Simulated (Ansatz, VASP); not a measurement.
## One calculation of Ru, two programs

```
Ru
1.0
     2.70595    0.00000    0.00000
    -1.35297    2.34342    0.00000
     0.00000    0.00000    4.25791
Ru
2
Direct
  0.33333 0.66667 0.25000
  0.66667 0.33333 0.75000
```

Alike in both runs: task single point; functional r2SCAN; k mesh 13 × 13 × 8; occupations methfessel-paxton of order 1, width 0.3 eV; no spin polarisation.

|  | VASP | Ansatz |
| --- | --- | --- |
| version | VASP 6.6.1 | Ansatz 0.2.0 |
| potentials or method | VASP PAW PBE potentials, release 64 (Ru_pv), cutoff 520 eV | plane waves (500 eV) with PAW, scalar-relativistic |
| valence electrons in the cell | 28 | 32 |

```tsv
	VASP	Ansatz	Ansatz less VASP
pressure (GPa)	1.3	-0.2	-1.53
traceless stress, the component that is largest in VASP (GPa)	-0.21	-0.32	-0.112
```

VASP's potentials were made for PBE, not for r2SCAN. VASP's potentials hold 28 valence electrons a cell and Ansatz's 32, so a difference there can come from the potentials and not from the codes.
